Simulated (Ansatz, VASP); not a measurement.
# Na5H: VASP beside Ansatz

INCAR

```
ALGO = Normal ; EDIFF = 1E-6
EDIFFG = -0.01 ; ENCUT = 600
GGA = PE ; IBRION = 2
ISIF = 3 ; ISMEAR = 0
LASPH = True ; LCHARG = False
LREAL = False ; LWAVE = False
NELM = 60 ; NSW = 100
PREC = Accurate ; SIGMA = 0.1
```

File KPOINTS:

```
k-points
0
Gamma
  6 6 6
```

POSCAR

```
Na5H
1.0
    6.5915837649      0.0000000000      0.0000000000
   -3.2957918825      5.7084789916      0.0000000000
    0.0000000000      0.0000000000      6.0149646471
Na H
5 1
Direct
    0.0000000000      0.5000000000      0.5000000000
    0.3333333333      0.6666666667      0.0000000000
    0.6666666667      0.3333333333      0.0000000000
    0.5000000000      0.0000000000      0.5000000000
    0.5000000000      0.5000000000      0.5000000000
    0.0000000000      0.0000000000      0.0000000000
```

Input for Ansatz:

```yaml
crystal:
  lattice:
    - [6.5915837649, 0.0, 0.0]
    - [-3.2957918825, 5.7084789916, 0.0]
    - [0.0, 0.0, 6.0149646471]
  atoms:
    - { symbol: Na, position: [0.0, 0.5, 0.5] }
    - { symbol: Na, position: [0.3333333333, 0.6666666667, 0.0] }
    - { symbol: Na, position: [0.6666666667, 0.3333333333, 0.0] }
    - { symbol: Na, position: [0.5, 0.0, 0.5] }
    - { symbol: Na, position: [0.5, 0.5, 0.5] }
    - { symbol: H, position: [0.0, 0.0, 0.0] }
basis:
  ecutwfc: 420
kpoints:
  mp_grid: { grid: [6, 6, 6] }
hamiltonian:
  xc: pbe
scf:
  occupations: { method: gaussian, width: 0.1 }
output:
  forces: true
  stress: true
  eigenvalues: true
relax:
  adjacent_minimum: "off"
  f_tol: 0.01
  max_steps: 80
  cell: { stress_tol: 0.05 }
```

Change from the starting cell: species swapped into the TbCu5 type (P6/mmm, No. 191).

Alike in both runs: task relaxation of cell and atoms; functional PBE; k mesh 6 × 6 × 6; occupations gaussian, width 0.1 eV; no spin polarisation.

```csv
,VASP,Ansatz
version,VASP 6.6.1,Ansatz 0.2.0
potentials or method,"VASP PAW PBE potentials, release 64 (Na_pv, H), cutoff 600 eV","scalar-relativistic, plane waves, PAW"
valence electrons in the cell,36,46
```

VASP gave:

```
gap on the k mesh at the Fermi level, each at its own relaxed structure (eV) : none
relaxed volume (Å³/atom)                                                     : 37.92
relaxed cell length with the largest relative difference (Å)                 : 6.499
```

Estimate Ansatz's values.

gap on the k mesh at the Fermi level, each at its own relaxed structure (eV): none; relaxed volume (Å³/atom): 38.19; relaxed cell length with the largest relative difference (Å): 6.528.

A gap of «none» marks a metal or a gap that the smearing closes. VASP's potentials hold 36 valence electrons a cell and Ansatz's 46, so a difference there can come from the potentials and not from the codes.
